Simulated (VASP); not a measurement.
# AlC3 (Pm-3m) in VASP: further runs, part 2 of 2

VASP 6.6.1. Earlier steps stand in the parts before.

### 3 Single point, PBE

Input file INCAR:

```
PREC = Accurate ; ENCUT = 520
EDIFF = 1E-7 ; ISMEAR = -1
SIGMA = 0.1 ; LREAL = F
LASPH = T ; NELM = 80
ALGO = Normal ; ISIF = 2
LWAVE = F ; LCHARG = T
GGA = PE ; LELF = T
LVHAR = T ; NBANDS = 16
```

Input file KPOINTS:

```
regular mesh
0
Gamma
  7 7 7
```

Input file POSCAR:

```
AlC3
1.0
    3.2079290000      0.0000000000      0.0000000000
    0.0000000000      3.2079290000      0.0000000000
    0.0000000000      0.0000000000      3.2079290000
Al C
1 3
Direct
    0.0000000000      0.0000000000      0.0000000000
    0.0000000000      0.5000000000      0.5000000000
    0.5000000000      0.0000000000      0.5000000000
    0.5000000000      0.5000000000      0.0000000000
```

Potentials or basis: VASP PAW PBE potentials, release 64 (Al, C).

Run with:

```
$ cat potpaw_PBE.64/Al/POTCAR potpaw_PBE.64/C/POTCAR > POTCAR
$ mpirun -np 1 vasp_std > vasp.out
```

OUTCAR:

```text
PREC = Accurate
   ENCUT = 520
   EDIFF = 1E-7
   ISMEAR = -1
   LREAL = F
   LASPH = T
   NELM = 80
   ISIF = 2
   GGA = PE

 ion  position               nearest neighbor table
   1  0.000  0.000  0.000-   2 2.27   3 2.27   4 2.27   2 2.27   3 2.27   2 2.27   4 2.27   2 2.27
                             3 2.27   4 2.27   3 2.27   4 2.27
   2  0.000  0.500  0.500-   1 2.27   1 2.27   1 2.27   1 2.27
   3  0.500  0.000  0.500-   1 2.27   1 2.27   1 2.27   1 2.27
   4  0.500  0.500  0.000-   1 2.27   1 2.27   1 2.27   1 2.27

  LATTYP: Found a simple cubic cell.
 ALAT       =     3.2079290000

  Lattice vectors:

 A1 = (   3.2079290000,   0.0000000000,   0.0000000000)
 A2 = (   0.0000000000,   3.2079290000,   0.0000000000)
 A3 = (   0.0000000000,   0.0000000000,   3.2079290000)

Analysis of symmetry for initial positions (statically):
=====================================================================
 Subroutine PRICEL returns:
 Original cell was already a primitive cell.

 Routine SETGRP: Setting up the symmetry group for a
 simple cubic supercell.

 Subroutine GETGRP returns: Found 48 space group operations
[... 9 lines left out ...]

 Routine SETGRP: Setting up the symmetry group for a
 simple cubic supercell.

 Subroutine GETGRP returns: Found 48 space group operations
[... 11 lines left out ...]
                                     Primitive cell

  volume of cell :      33.0122

  direct lattice vectors                    reciprocal lattice vectors
     3.207929000  0.000000000  0.000000000     0.311727597  0.000000000  0.000000000
     0.000000000  3.207929000  0.000000000     0.000000000  0.311727597  0.000000000
     0.000000000  0.000000000  3.207929000     0.000000000  0.000000000  0.311727597

  length of vectors
     3.207929000  3.207929000  3.207929000     0.311727597  0.311727597  0.311727597

  position of ions in fractional coordinates (direct lattice)
     0.000000000  0.000000000  0.000000000
     0.000000000  0.500000000  0.500000000
     0.500000000  0.000000000  0.500000000
     0.500000000  0.500000000  0.000000000

[... 88 lines left out ...]
   ISMEAR =    -1;   SIGMA  =   0.10  broadening in eV -4-tet -1-fermi 0-gaus
   EFERMI_NEDOS =   21; number of points for ismear=-14 and -15
   IALGO  =     38    algorithm
   IMIX   =      4    mixing-type and parameters
     AMIX     =   0.40;   BMIX     =  1.00
     AMIX_MAG =   1.60;   BMIX_MAG =  1.00
  volume/ion in A,a.u.               =       8.25        55.69
  Fermi-wavevector in a.u.,A,eV,Ry     =   1.258579  2.378370 21.551918  1.584021
  Thomas-Fermi vector in A             =   2.392182
   LORBIT       =      0    0 simple, 1 ext, 2 COOP (PROOUT), +10 PAW based schemes
   GGA     = PE    functional components
[... 5 lines left out ...]
 non-spin polarized calculation
  energy-cutoff  :      520.00
  volume of cell :       33.01
 maximum number of plane-waves:       904
 NGX is ok and might be reduce to    24
   NGX = 11   NGY = 11   NGZ = 11

 number of electron      15.0000000 magnetization

 Free energy of the ion-electron system (eV)
  ---------------------------------------------------
  ext. energy  EPLUGINS =         0.00000000
  ---------------------------------------------------
  free energy    TOTEN  =       -20.65158673 eV

  energy without entropy =      -20.60792475  energy(sigma->0) =      -20.62975574

 E-fermi :   9.0897     XC(G=0): -12.2660

 val. band max:        9.0672694071   @ k =   0.4286   0.4286   0.0000
 cond. band min:       9.2120855025   @ k =   0.4286   0.2857   0.1429
 fundamental gap:      0.1448160955
 Fermi energy:         9.0896638029

 k-point     1 :       0.0000    0.0000    0.0000
  band No.  band energies     occupation
      1      -8.2533      2.00000
      2       2.6052      2.00000
      3       2.6052      2.00000
      4       3.2751      2.00000
      5       3.2751      2.00000
      6       3.2751      2.00000
[... 357 lines left out ...]
      3      -0.8305      2.00000
      4       1.3403      2.00000
      5       1.8984      2.00000
      6       1.8984      2.00000
[... 8 lines left out ...]
     15      24.1123      0.00000
     16      24.1123      0.00000

------------------------ aborting loop because EDIFF is reached ----------------------------------------

  FORCE on cell =-STRESS in cart. coord.  units (eV):
  Direction    XX          YY          ZZ          XY          YZ          ZX
  --------------------------------------------------------------------------------------
  -------------------------------------------------------------------------------------
  Total       -0.0089516     -0.0089516     -0.0089516     -0.0000000      0.0000000     -0.0000000
  in kB       -0.4344462     -0.4344462     -0.4344462     -0.0000000      0.0000000     -0.0000000
  external PRESSURE =      -0.4344462 kB  Pullay stress =       0.0000000 kB

 VOLUME and BASIS-vectors are now :
 -----------------------------------------------------------------------------
  energy-cutoff  :      520.00
  volume of cell :       33.01
      direct lattice vectors                 reciprocal lattice vectors
     3.207929000  0.000000000  0.000000000     0.311727597  0.000000000  0.000000000
     0.000000000  3.207929000  0.000000000     0.000000000  0.311727597  0.000000000
     0.000000000  0.000000000  3.207929000     0.000000000  0.000000000  0.311727597

 POSITION                                       TOTAL-FORCE (eV/Angst)
 -----------------------------------------------------------------------------------
      0.00000      0.00000      0.00000         0.000000      0.000000      0.000000
      0.00000      1.60396      1.60396         0.000000      0.000000      0.000000
      1.60396      0.00000      1.60396         0.000000      0.000000      0.000000
      1.60396      1.60396      0.00000         0.000000      0.000000      0.000000
 -----------------------------------------------------------------------------------
    total drift:                                0.000000     -0.000000     -0.000000

  FREE ENERGIE OF THE ION-ELECTRON SYSTEM (eV)
  ---------------------------------------------------
  free  energy   TOTEN  =       -20.6515867272 eV

  energy  without entropy=      -20.6079247547  energy(sigma->0) =      -20.62975574
```

stdout:

```text
POSCAR found type information on POSCAR AlC
 POSCAR found :  2 types and       4 ions
 scaLAPACK will be used
 LDA part: xc-table for (Slater+PW92), standard interpolation
 POSCAR, INCAR and KPOINTS ok, starting setup
 FFT: planning ... GRIDC
 FFT: planning ... GRID_SOFT
 FFT: planning ... GRID
 WAVECAR not read
 entering main loop
```

It took 18 s on 1 thread of AMD EPYC 7R13, shared host; peak memory 0.11 GiB.

What came out:

| Quantity | Value |
| --- | --- |
| Free energy | -20.6516 eV |
| Pressure | 0.0 GPa |

Levels at points of the mesh, in eV from the Fermi level:
```csv
k point,band 5,band 6,band 7,band 8,band 9,band 10,band 11,band 12
"(0.00, 0.00, 0.00)",-5.81,-5.81,1.50,1.50,1.50,2.11,4.46,4.46
```
